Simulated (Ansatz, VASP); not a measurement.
# Two plane-wave programs on Ca

```xyz
1
Lattice="0.0000 2.7527 2.7527 2.7527 0.0000 2.7527 2.7527 2.7527 0.0000" Properties=species:S:1:pos:R:3 pbc="T T T"
Ca    0.0000    0.0000    0.0000
```

Alike in both runs: task single point; functional PBE; k mesh 6 × 6 × 6; occupations gaussian, width 0.1 eV; no spin polarisation.

```csv
,VASP,Ansatz
version,VASP 6.6.1,Ansatz 0.2.0
potentials or method,"VASP PAW PBE potentials, release 64 (Ca_sv), cutoff 500 eV","scalar-relativistic, plane waves, PAW"
valence electrons in the cell,10,10
```

```tsv
	VASP	Ansatz	Ansatz less VASP
gap on the k mesh at the Fermi level (eV)	none	none	-
pressure (GPa)	0.1	0.1	0.00
```

A gap of «none» marks a metal or a gap that the smearing closes.
